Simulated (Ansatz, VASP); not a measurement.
**Two plane-wave programs on HfN**

```xyz
4
Lattice="3.1277 0.0000 0.0000 -1.5639 2.7087 0.0000 0.0000 0.0000 5.3909" Properties=species:S:1:pos:R:3 pbc="T T T"
Hf    1.5639    0.9029    4.0432
Hf    0.0000    1.8058    1.3477
N     0.0000    0.0000    0.0000
N     0.0000    0.0000    2.6955
```

Alike in both runs: functional PBEsol; k mesh 18 × 18 × 8; occupations gaussian, width 0.1 eV; no spin polarisation.

Ansatz relaxed the structure, and its values are those at the end. VASP's run is a single point on that final structure, the one shown.

|  | VASP | Ansatz |
| --- | --- | --- |
| version | VASP 6.6.1 | Ansatz 0.2.0 |
| potentials or method | VASP PAW PBE potentials, release 64 (Hf_pv, N), cutoff 520 eV | scalar-relativistic, plane waves, PAW |
| valence electrons in the cell | 30 | 62 |

|  | VASP | Ansatz | Ansatz less VASP |
| --- | --- | --- | --- |
| gap on the k mesh at the Fermi level (eV) | none | none | - |
| pressure (GPa) | -2.1 | 0.0 | +2.06 |

VASP's potentials were made for PBE, not for PBEsol. A gap of «none» marks a metal or a gap that the smearing closes. With one functional, cell and mesh, what is left measures potentials, basis and numerics. VASP's potentials hold 30 valence electrons a cell and Ansatz's 62, so a difference there can come from the potentials and not from the codes.

Neither program's run includes spin-orbit coupling.
